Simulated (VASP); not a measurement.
Input of a VASP 6.6.1 run:

File INCAR:

```
ALGO = Normal ; EDIFF = 1E-6
ENCUT = 520 ; GGA = PE
ISIF = 2 ; ISMEAR = -1
LASPH = T ; LCHARG = F
LREAL = F ; LWAVE = F
NBANDS = 27 ; NELM = 60
PREC = Accurate ; SIGMA = 0.02
```

Contents of KPOINTS:

```
k-points
0
Gamma
  4 4 4
```

The input POSCAR:

```
BaNaBr3
1.0
    6.4170860796      0.0000000000      0.0000000000
    0.0000000000      6.2605717850      0.0000000000
    0.0000000000      0.0000000000      6.2605717850
Na Ba Br
1 1 3
Direct
    0.0000000000      0.0000000000      0.0000000000
    0.5000000000      0.5000000000      0.5000000000
    0.5000000000      0.5000000000      0.0000000000
    0.5000000000      0.0000000000      0.5000000000
    0.0000000000      0.5000000000      0.5000000000
```

Potentials or basis: VASP PAW PBE potentials, release 64 (Na_pv, Ba_sv, Br).

Command:

```bash
$ cat potpaw_PBE.64/Na_pv/POTCAR potpaw_PBE.64/Ba_sv/POTCAR potpaw_PBE.64/Br/POTCAR > POTCAR
$ mpirun -np 1 vasp_std > vasp.out
```

Question: Predict the pressure.

Answer: 0.0 GPa.

Question: Estimate the band gap on the k mesh.

Answer: 2.83 eV, indirect (least direct gap 2.99 eV).

Stress tensor (GPa, compression positive):
```
-0.49  0.00  0.00
 0.00  0.27  0.00
 0.00  0.00  0.27
```

Caveat: the cell differs from its parent crystal (uniaxial x strain +2.5%); spin-orbit coupling is left out, which moves the levels of the heavy elements. A k mesh can miss the band edges.
